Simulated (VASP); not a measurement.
Write the native input for VASP 6.6.1 that does the following.

```
Task                   : relaxation of cell and atoms
Functional             : LDA
Potentials or basis    : VASP PAW LDA potentials, release 64 (Zn, Se)
Cutoff                 : 600 eV
k mesh                 : 8 × 8 × 8
Occupations            : gaussian, width 0.01 eV
Spin                   : no spin polarisation
Target pressure        : 7 GPa
Dipole correction      : no
Further INCAR settings : ALGO = Normal; EDIFF = 1e-07; IBRION = 2; EDIFFG = -0.002; NSW = 100; ISIF = 3
```

The structure of ZnSe lies in POSCAR:

```
ZnSe
1.0
    2.7837594218      2.7837594218      0.0000000000
   -2.7837594218      2.7837594218      0.0000000000
    0.0000000000      2.7837594218      2.7837594218
Zn Se
1 1
Direct
    0.0000000000      0.0000000000      0.0000000000
    0.7500000000      0.2500000000      0.5000000000
```

The input as run:

INCAR

```
SYSTEM = ZnSe
  ALGO = Normal
  EDIFF = 1E-7
  EDIFFG = -0.002
  ENCUT = 600
  IBRION = 2
  ISIF = 3
  ISMEAR = 0
  LASPH = .TRUE.
  LCHARG = .FALSE.
  LREAL = .FALSE.
  LWAVE = .FALSE.
  NELM = 100
  NSW = 100
  PREC = Accurate
  PSTRESS = 70.0
  SIGMA = 0.01
```

KPOINTS

```
k-points
0
G
  8 8 8
  0 0 0
```

Potentials or basis: VASP PAW LDA potentials, release 64 (Zn, Se).

Command:

```bash
$ cat potpaw_LDA.64/Zn/POTCAR potpaw_LDA.64/Se/POTCAR > POTCAR
$ mpirun -np 1 vasp_std > vasp.out
```

Results of the run:

```json
{
 "Relaxed volume": "19.98 Å³/atom",
 "Relaxed cell": "a = 3.838 Å, b = 3.838 Å, c = 3.838 Å, α = 60.00°, β = 60.00°, γ = 90.00°",
 "Space group after relaxing (to 0.1 Å)": "F-43m (No. 216)",
 "Energy change on relaxing (the run minimises the enthalpy)": "+34.1 meV/atom",
 "Ionic steps": "6",
 "Pressure after relaxing": "7.0 GPa",
 "Band gap on the k mesh": "1.62 eV"
}
```

Caveat: the cell is relaxed towards a set pressure, so the run minimises the enthalpy, not the energy.

It took 94 s on 1 thread of Intel Xeon 8259CL, on a shared host, peak memory 0.18 GiB.
